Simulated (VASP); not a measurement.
**HfO2: single point with r2SCAN**

HfO2:

```
CELL_PARAMETERS angstrom
3.57669 -0.02110 0.00000
-0.02110 3.57669 0.00000
0.00000 0.00000 5.20222
ATOMIC_POSITIONS crystal
Hf 0.50000 0.50000 0.50000
Hf 0.00000 0.00000 0.00000
O 0.00000 0.50000 0.69621
O 0.50000 0.00000 0.80379
O 0.50000 0.00000 0.30379
O 0.00000 0.50000 0.19621
```

This cell differs from its parent crystal: shear xy strain -1.2%.

| Quantity | Value |
| --- | --- |
| Program | VASP 6.6.1 |
| Task | single point |
| Functional | r2SCAN |
| Potentials or basis | VASP PAW PBE potentials, release 64 (Hf_pv, O) |
| Cutoff | 520 eV |
| k mesh | 8 × 8 × 6 |
| Occupations | gaussian, width 0.01 eV |
| Spin | no spin polarisation |

```
Pressure               : -3.5 GPa
Largest force          : 0.070 eV/Å
Band gap on the k mesh : 5.23 eV (least direct gap 5.27 eV)
```

Forces on the atoms (eV/Å):
```
Hf   0.000  0.000  0.000
Hf   0.000  0.000  0.000
O    0.000  0.000 -0.070
O    0.000  0.000  0.070
O    0.000  0.000  0.070
O    0.000  0.000 -0.070
```

Stress tensor (GPa, compression positive):
```
-3.63  2.22  0.00
 2.22 -3.63  0.00
 0.00  0.00 -3.38
```

Levels at points of the mesh, in eV from the valence-band top:
```tsv
k point	band 18	band 19	band 20	band 21	band 22	band 23	band 24	band 25	band 26	band 27
(0.00, 0.00, 0.00)	-1.29	-0.70	-0.15	-0.11	-0.04	5.23	5.24	6.49	6.65	7.12
(0.50, 0.00, 0.00)	-2.17	-1.46	-1.46	-0.15	-0.15	5.60	5.60	6.62	6.62	7.93
(0.50, 0.50, 0.00)	-0.99	-0.78	-0.76	-0.59	-0.53	6.23	6.32	6.58	6.63	7.63
(0.00, 0.00, 0.50)	-2.74	-0.71	-0.71	0.00	0.00	5.88	5.88	6.20	6.20	9.30
(0.50, 0.00, 0.50)	-1.94	-1.43	-1.43	-0.96	-0.96	5.73	5.73	6.13	6.13	7.93
(0.50, 0.50, 0.50)	-1.91	-1.46	-1.46	-0.06	-0.06	6.42	6.42	6.81	6.81	7.80
```

Wall time 8.8 min on 1 thread of Intel Xeon 8259CL (shared host), peak memory 0.28 GiB.

Caveat: the cell differs from its parent crystal (shear xy strain -1.2%); the cell stands under tension; the PAW data sets were made with another functional, which shifts forces and pressure a little; spin-orbit coupling is left out, which moves the levels of the heavy elements. A k mesh can miss the band edges.
